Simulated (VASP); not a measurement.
# CdSiN2 (P-4m2) in VASP: settings compared

CdSiN2 is run at these levels: r2SCAN, HSE06, PBE; tasks: single point.

Program: VASP 6.6.1. These are calculated values, not measurements. Logs are shortened: lines on timing, memory, paths and dates and some standing lists are left out, and cuts for length are marked.

### 1 The cell of the first run

Symmetry: P-4m2, No. 115, tetragonal system. Conventional cell: a = 2.914 Å, b = 2.914 Å, c = 4.908 Å, α = 90.00°, β = 90.00°, γ = 90.00°. Cd (site symmetry -4m2) has 4 N at 2.13 Å within 2.8 Å. N (site symmetry 2mm) has 2 Si at 1.71 Å and 2 Cd at 2.13 Å within 2.3 Å. Si (site symmetry -4m2) has 4 N at 1.71 Å within 2.3 Å.

### 2 Single point, r2SCAN (strain -4.0%)

Contents of POSCAR:

```
CdSiN2
1.0
    2.9138425021      0.0000000000      0.0000000000
    0.0000000000      2.9138425021      0.0000000000
    0.0000000000      0.0000000000      4.9078680928
Cd N Si
1 2 1
Direct
    0.0000000000      0.0000000000      0.0000000000
    0.0000000000      0.5000000000      0.3166741853
    0.5000000000      0.0000000000      0.6833258147
    0.5000000000      0.5000000000      0.5000000000
```

Contents of INCAR.step1:

```
PREC     = Accurate       # precision mode
ENCUT    = 520            # plane-wave cutoff, eV
ISMEAR   = 0              # smearing method
SIGMA    = 0.01           # smearing width, eV
LREAL    = False          # projectors in reciprocal space
LASPH    = True           # aspherical terms in the spheres
NELM     = 100            # most SCF steps
NBANDS   = 21             # bands
GGA      = PE             # functional
ALGO     = Normal         # electronic algorithm
EDIFF    = 1E-4           # SCF threshold, eV
LWAVE    = True           # write WAVECAR
LCHARG   = False          # write CHGCAR
```

Contents of INCAR.step2:

```
PREC     = Accurate       # precision mode
ENCUT    = 520            # plane-wave cutoff, eV
EDIFF    = 1E-7           # SCF threshold, eV
ISMEAR   = 0              # smearing method
SIGMA    = 0.01           # smearing width, eV
LREAL    = False          # projectors in reciprocal space
LASPH    = True           # aspherical terms in the spheres
NELM     = 100            # most SCF steps
ALGO     = Normal         # electronic algorithm
ISIF     = 2              # what is computed and relaxed
LWAVE    = False          # write WAVECAR
LCHARG   = True           # write CHGCAR
METAGGA  = R2SCAN         # meta-GGA
LMIXTAU  = True         
LELF     = True           # ELF
LVHAR    = True         
NBANDS   = 21             # bands
ISTART   = 1
```

Contents of KPOINTS:

```
regular mesh
0
Gamma
  8 8 6
```

Potentials or basis: VASP PAW PBE potentials, release 64 (Cd, N, Si).

Command:

```sh
cat potpaw_PBE.64/Cd/POTCAR potpaw_PBE.64/N/POTCAR potpaw_PBE.64/Si/POTCAR > POTCAR
cp INCAR.step1 INCAR
mpirun -np 1 vasp_std > vasp.out
cp INCAR.step2 INCAR
mpirun -np 1 vasp_std > vasp.out
```

OUTCAR:

```text
PREC = Accurate
   ENCUT = 520
   EDIFF = 1E-7
   ISMEAR = 0
   LREAL = False
   LASPH = True
   NELM = 100
   ISIF = 2
   METAGGA = R2SCAN
   ISTART = 1

 ion  position               nearest neighbor table
   1  0.000  0.000  0.000-   2 2.13   3 2.13   2 2.13   3 2.13   4 3.20   4 3.20   4 3.20   4 3.20
                             4 3.20   4 3.20   4 3.20   4 3.20
   2  0.000  0.500  0.317-   4 1.71   4 1.71   1 2.13   1 2.13
   3  0.500  0.000  0.683-   4 1.71   4 1.71   1 2.13   1 2.13
   4  0.500  0.500  0.500-   2 1.71   3 1.71   3 1.71   2 1.71   1 3.20   1 3.20   1 3.20   1 3.20
                             1 3.20   1 3.20   1 3.20   1 3.20

  LATTYP: Found a simple tetragonal cell.
 ALAT       =     2.9138425021
 C/A-ratio  =     1.6843285419

  Lattice vectors:

 A1 = (   2.9138425021,   0.0000000000,   0.0000000000)
 A2 = (   0.0000000000,   2.9138425021,   0.0000000000)
 A3 = (   0.0000000000,   0.0000000000,   4.9078680928)

Analysis of symmetry for initial positions (statically):
=====================================================================
 Subroutine PRICEL returns:
 Original cell was already a primitive cell.

 Routine SETGRP: Setting up the symmetry group for a
 simple tetragonal supercell.

 Subroutine GETGRP returns: Found  8 space group operations
 (whereof  8 operations were pure point group operations)
 out of a pool of 16 trial point group operations.

The static configuration has the point symmetry D_2d.

Analysis of symmetry for dynamics (positions and initial velocities):
=====================================================================
 Subroutine PRICEL returns:
 Original cell was already a primitive cell.

 Routine SETGRP: Setting up the symmetry group for a
 simple tetragonal supercell.

 Subroutine GETGRP returns: Found  8 space group operations
 (whereof  8 operations were pure point group operations)
 out of a pool of 16 trial point group operations.

The dynamic configuration has the point symmetry D_2d.

 Subroutine INISYM returns: Found  8 space group operations
 (whereof  8 operations are pure point group operations),
 and found     1 'primitive' translations

----------------------------------------------------------------------------------------

                                     Primitive cell

  volume of cell :      41.6701

  direct lattice vectors                    reciprocal lattice vectors
     2.913842502  0.000000000  0.000000000     0.343189448  0.000000000  0.000000000
     0.000000000  2.913842502  0.000000000     0.000000000  0.343189448  0.000000000
     0.000000000  0.000000000  4.907868093     0.000000000  0.000000000  0.203754457

  length of vectors
     2.913842502  2.913842502  4.907868093     0.343189448  0.343189448  0.203754457

  position of ions in fractional coordinates (direct lattice)
     0.000000000  0.000000000  0.000000000
     0.000000000  0.500000000  0.316674185
     0.500000000  0.000000000  0.683325815
     0.500000000  0.500000000  0.500000000

  ion indices of the primitive-cell ions
   primitive index   ion index
                 1           1
                 2           2
                 3           3
                 4           4

----------------------------------------------------------------------------------------

 KPOINTS: regular mesh

Automatic generation of k-mesh.
 Grid dimensions read from file:
 generate k-points for:    8    8    6

 Generating k-lattice:

  Cartesian coordinates                     Fractional coordinates (reciprocal lattice)
     0.042898681  0.000000000  0.000000000     0.125000000  0.000000000  0.000000000
     0.000000000  0.042898681  0.000000000     0.000000000  0.125000000  0.000000000
     0.000000000  0.000000000  0.033959076     0.000000000  0.000000000  0.166666667

  Length of vectors
     0.042898681  0.042898681  0.033959076

  Shift w.r.t. Gamma in fractional coordinates (k-lattice)
     0.000000000  0.000000000  0.000000000

 Subroutine IBZKPT returns following result:
 ===========================================

 Found     60 irreducible k-points:

 Following reciprocal coordinates:
            Coordinates               Weight
  0.000000  0.000000  0.000000      1.000000
  0.125000  0.000000  0.000000      4.000000
  0.250000  0.000000  0.000000      4.000000
  0.375000  0.000000  0.000000      4.000000
  0.500000  0.000000  0.000000      2.000000
  0.125000  0.125000  0.000000      4.000000
[... 16 lines left out ...]
  0.375000  0.125000  0.166667     16.000000
  0.500000  0.125000  0.166667      8.000000
 [... further k-points ...]
   k-points           NKPTS =     60   k-points in BZ     NKDIM =     60   number of bands    NBANDS=     21
   number of dos      NEDOS =    301   number of ions     NIONS =      4
   total plane-waves  NPLWV =  23040
   dimension x,y,z NGX =    24 NGY =   24 NGZ =   40
   dimension x,y,z NGXF=    48 NGYF=   48 NGZF=   80
   ions per type =               1   2   1
   NGX,Y,Z   is equivalent  to a cutoff of  13.69, 13.69, 13.55 a.u.
   NGXF,Y,Z  is equivalent  to a cutoff of  27.39, 27.39, 27.10 a.u.
 SYSTEM =  unknown system
   PREC   = accura    normal or accurate (medium, high low for compatibility)
   ISTART =      1    job   : 0-new  1-cont  2-samecut
   ICHARG =      0    charge: 1-file 2-atom 10-const
   ISPIN  =      1    spin polarized calculation?
   LNONCOLLINEAR =      F non collinear calculations
   LSORBIT =      F    spin-orbit coupling
   LASPH  =      T    aspherical Exc in radial PAW
   ENCUT  =  520.0 eV  38.22 Ry    6.18 a.u.   5.42  5.42  9.13*2*pi/ulx,y,z
   NELM   =    100;   NELMIN=  2; NELMDL=  0     # of ELM steps
   EDIFF  = 0.1E-06   stopping-criterion for ELM
   LREAL  =      F    real-space projection
   EDIFFG = 0.1E-05   stopping-criterion for IOM
   NSW    =      0    number of steps for IOM
   IBRION =     -1    ionic relax: 0-MD 1-quasi-New 2-CG
   NFREE  =      0    steps in history (QN), initial steepest desc. (CG)
   ISIF   =      2    stress and relaxation
   ISYM   =      2    0-nonsym 1-usesym 2-fastsym
   POTIM  = 0.5000    time-step for ionic-motion
   TEBEG  =    0.0;   TEEND  =   0.0 temperature during run
   PSTRESS=    0.0 pullay stress
   NELECT =      26.0000    total number of electrons
   NUPDOWN=      -1.0000    fix difference up-down
   EMIN   =  10.00;   EMAX   =-10.00  energy-range for DOS
   EFERMI =   0.00;   METHOD = LEGACY
   ISMEAR =     0;   SIGMA  =   0.01  broadening in eV -4-tet -1-fermi 0-gaus
   EFERMI_NEDOS =   21; number of points for ismear=-14 and -15
   IALGO  =     38    algorithm
   IMIX   =      4    mixing-type and parameters
     AMIX     =   0.40;   BMIX     =  1.00
     AMIX_MAG =   1.60;   BMIX_MAG =  1.00
  volume/ion in A,a.u.               =      10.42        70.30
  Fermi-wavevector in a.u.,A,eV,Ry     =   1.398914  2.643564 26.626053  1.956960
  Thomas-Fermi vector in A             =   2.522025
   LORBIT       =      0    0 simple, 1 ext, 2 COOP (PROOUT), +10 PAW based schemes
   METAGGA = R2SCAN    functional components
   LHFCALC =     F    Hartree Fock is set to
   AEXX    =    0.0000 exact exchange contribution
   IVDW    =     0    specifies the selected vdW correction
   LEPSILON=     F    determine dielectric tensor
   LRPA    =     F    only Hartree local field effects (RPA)
 non-spin polarized calculation
 Gauss-broadening in eV      SIGMA  =   0.01
  energy-cutoff  :      520.00
  volume of cell :       41.67
 maximum number of plane-waves:      1139
 NGX is ok and might be reduce to    24
   NGX = 11   NGY = 11   NGZ = 19

 number of electron      25.9999992 magnetization

 Free energy of the ion-electron system (eV)
  ---------------------------------------------------
  ext. energy  EPLUGINS =         0.00000000
  ---------------------------------------------------
  free energy    TOTEN  =       -48.84579656 eV

  energy without entropy =      -48.84579656  energy(sigma->0) =      -48.84579656

 E-fermi :   6.4395     XC(G=0): -12.7461

 val. band max:        6.2915926425   @ k =   0.5000   0.0000   0.5000
 cond. band min:       8.5962621950   @ k =   0.0000   0.0000   0.0000
 fundamental gap:      2.3046695524
 Fermi energy:         6.4394961232

 k-point     1 :       0.0000    0.0000    0.0000
  band No.  band energies     occupation
      1     -12.5097      2.00000
      2      -9.1861      2.00000
      3      -2.9668      2.00000
      4      -2.6809      2.00000
      5      -1.8745      2.00000
      6      -1.8745      2.00000
[... 13 lines left out ...]
     20      19.1790      0.00000
     21      22.1704      0.00000

 k-point     2 :       0.1250    0.0000    0.0000
  band No.  band energies     occupation
      1     -12.3226      2.00000
      2      -9.1747      2.00000
      3      -2.9102      2.00000
      4      -2.5259      2.00000
      5      -2.0039      2.00000
      6      -1.8515      2.00000
[... 13 lines left out ...]
     20      19.3918      0.00000
     21      21.7614      0.00000

 k-point     3 :       0.2500    0.0000    0.0000
  band No.  band energies     occupation
      1     -11.7906      2.00000
      2      -9.2047      2.00000
      3      -2.9557      2.00000
      4      -2.5856      2.00000
      5      -1.9614      2.00000
      6      -1.7968      2.00000
[... 13 lines left out ...]
     20      19.1106      0.00000
     21      21.9009      0.00000

 k-point     4 :       0.3750    0.0000    0.0000
  band No.  band energies     occupation
      1     -11.0209      2.00000
      2      -9.4406      2.00000
      3      -3.5588      2.00000
      4      -2.8816      2.00000
      5      -1.8095      2.00000
      6      -1.7268      2.00000
[... 13 lines left out ...]
     20      19.0144      0.00000
     21      22.1289      0.00000

 k-point     5 :       0.5000    0.0000    0.0000
  band No.  band energies     occupation
      1     -10.4111      2.00000
      2      -9.8222      2.00000
      3      -3.9484      2.00000
      4      -2.9035      2.00000
      5      -1.8824      2.00000
      6      -1.7081      2.00000
[... 13 lines left out ...]
     20      18.2334      0.00000
     21      21.7682      0.00000
[... 382 lines left out ...]
     20      19.3513      0.00000
     21      20.5304      0.00000

 k-point    22 :       0.2500    0.1250    0.1667
  band No.  band energies     occupation
      1     -11.5728      2.00000
      2      -9.2290      2.00000
      3      -2.8995      2.00000
      4      -2.4014      2.00000
      5      -2.1520      2.00000
      6      -1.8691      2.00000
[... 13 lines left out ...]
     20      19.1359      0.00000
     21      20.2886      0.00000

 k-point    23 :       0.3750    0.1250    0.1667
  band No.  band energies     occupation
      1     -10.8389      2.00000
      2      -9.3912      2.00000
      3      -3.3478      2.00000
      4      -2.6835      2.00000
      5      -2.0101      2.00000
      6      -1.9488      2.00000
[... 13 lines left out ...]
     20      19.9337      0.00000
     21      20.6729      0.00000

 k-point    24 :       0.5000    0.1250    0.1667
  band No.  band energies     occupation
      1     -10.2736      2.00000
      2      -9.7108      2.00000
      3      -3.6879      2.00000
      4      -2.7276      2.00000
      5      -2.0639      2.00000
      6      -1.9025      2.00000
[... 13 lines left out ...]
     20      19.5043      0.00000
     21      21.6010      0.00000

 [... further k-points ...]

------------------------ aborting loop because EDIFF is reached ----------------------------------------

  FORCE on cell =-STRESS in cart. coord.  units (eV):
  Direction    XX          YY          ZZ          XY          YZ          ZX
  --------------------------------------------------------------------------------------
  -------------------------------------------------------------------------------------
  Total        8.1170873      8.1170873      9.1077957      0.0000000      0.0000000      0.0000000
  in kB      312.0942503    312.0942503    350.1860421      0.0000000      0.0000000      0.0000000
  external PRESSURE =     324.7915142 kB  Pullay stress =       0.0000000 kB

 VOLUME and BASIS-vectors are now :
 -----------------------------------------------------------------------------
  energy-cutoff  :      520.00
  volume of cell :       41.67
      direct lattice vectors                 reciprocal lattice vectors
     2.913842502  0.000000000  0.000000000     0.343189448  0.000000000  0.000000000
     0.000000000  2.913842502  0.000000000     0.000000000  0.343189448  0.000000000
     0.000000000  0.000000000  4.907868093     0.000000000  0.000000000  0.203754457

 POSITION                                       TOTAL-FORCE (eV/Angst)
 -----------------------------------------------------------------------------------
      0.00000      0.00000      0.00000        -0.000000      0.000000      0.000000
      0.00000      1.45692      1.55420         0.000000      0.000000      0.179702
      1.45692      0.00000      3.35367         0.000000      0.000000     -0.179702
      1.45692      1.45692      2.45393         0.000000     -0.000000      0.000000
 -----------------------------------------------------------------------------------
    total drift:                                0.000000      0.000000      0.000000

  FREE ENERGIE OF THE ION-ELECTRON SYSTEM (eV)
  ---------------------------------------------------
  free  energy   TOTEN  =       -48.8457965592 eV

  energy  without entropy=      -48.8457965592  energy(sigma->0) =      -48.84579656
```

Wall time 2 min (1 thread of AMD EPYC 9R45 (Zen 5), shared host); peak memory 0.17 GiB.

What came out:

```yaml
Free_energy: -48.8458 eV
Pressure: 32.5 GPa
Largest_force: 0.180 eV/Å
Band_gap_on_the_k_mesh: 2.30 eV, indirect (the least direct gap lies 4.7 meV higher)
```

Forces in eV/Å, atoms in the order of the input:
```
Cd   0.000  0.000  0.000
N    0.000  0.000  0.180
N    0.000  0.000 -0.180
Si   0.000  0.000  0.000
```

Levels at points of the mesh, in eV from the valence-band top:
| k point | band 11 | band 12 | band 13 | band 14 | band 15 | band 16 |
| --- | --- | --- | --- | --- | --- | --- |
| (0.00, 0.00, 0.00) | -2.80 | 0.00 | 0.00 | 2.30 | 5.38 | 7.96 |
| (0.50, 0.00, 0.00) | -3.42 | -3.30 | -0.14 | 5.04 | 6.64 | 7.06 |
| (0.50, 0.50, 0.00) | -2.63 | -2.63 | -2.09 | 3.43 | 3.43 | 8.25 |
| (0.00, 0.00, 0.50) | -3.85 | -0.60 | -0.60 | 4.75 | 4.95 | 5.79 |
| (0.50, 0.00, 0.50) | -2.00 | -1.59 | 0.00 | 4.26 | 5.31 | 7.68 |
| (0.50, 0.50, 0.50) | -3.76 | -3.76 | -1.97 | 6.41 | 6.41 | 8.86 |

Caveat: the cell differs from its parent crystal (strain -4.0%); the PAW data sets were made with another functional, which shifts forces and pressure a little. A k mesh can miss the band edges.

(Continued in part 2 of 2.)
